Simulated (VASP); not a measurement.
Write the native input for VASP 6.6.1 that does the following.

```yaml
Task: single point
Functional: r2SCAN
Potentials_or_basis: VASP PAW PBE potentials, release 64 (Ag)
Cutoff: 520 eV
k_mesh: 20 × 20 × 20
Occupations: gaussian, width 0.15 eV
Spin: no spin polarisation
Dipole_correction: no
Further_INCAR_settings: ALGO = Normal; EDIFF = 1e-07; NBANDS = 12
```

The system is Ag.

```
Ag
1.0
     0.00000    2.03288    2.04310
     2.04310    0.00000    2.04310
     2.04310    2.03288    0.00000
Ag
1
Direct
  0.00000 0.00000 0.00000
```

This cell differs from its parent crystal: strain -0.0050 x Voigt [0, 1, 0, 0, 0, 0].

The input as run:

POSCAR

```
Ag
1.0
    0.0000000000      2.0328845000      2.0431000000
    2.0431000000      0.0000000000      2.0431000000
    2.0431000000      2.0328845000      0.0000000000
Ag
1
Direct
    0.0000000000      0.0000000000      0.0000000000
```

INCAR.step1

```
SYSTEM = Ag
ALGO = Normal ; EDIFF = 1E-4
ENCUT = 520 ; GGA = PE
ISMEAR = 0 ; LASPH = .True.
LCHARG = .False. ; LREAL = .False.
LWAVE = .True. ; NBANDS = 12
NELM = 60 ; PREC = Accurate
SIGMA = 0.15
```

INCAR.step2

```
SYSTEM = Ag
ALGO = Normal ; EDIFF = 1E-7
ENCUT = 520 ; ISIF = 2
ISMEAR = 0 ; ISTART = 1
LASPH = .True. ; LCHARG = .True.
LELF = .True. ; LMIXTAU = .True.
LREAL = .False. ; LVHAR = .True.
LWAVE = .False. ; METAGGA = R2SCAN
NBANDS = 12 ; NELM = 60
PREC = Accurate ; SIGMA = 0.15
```

KPOINTS

```
k-points
0
Gamma
  20 20 20
  0 0 0
```

Potentials or basis: VASP PAW PBE potentials, release 64 (Ag).

The run is started by

```sh
$ cat potpaw_PBE.64/Ag/POTCAR > POTCAR
$ cp INCAR.step1 INCAR
$ mpirun -np 1 vasp_std > vasp.out
$ cp INCAR.step2 INCAR
$ mpirun -np 1 vasp_std > vasp.out
```

It gave:

```
Pressure : 2.1 GPa
```

Caveat: the cell differs from its parent crystal (strain -0.0050 x Voigt [0, 1, 0, 0, 0, 0]); the PAW data sets were made with another functional, which shifts forces and pressure a little.

Wall time 3.5 min on 1 thread of Intel(R) Xeon(R) Platinum 8488C (Sapphire Rapids) (shared host), peak memory 0.25 GiB.
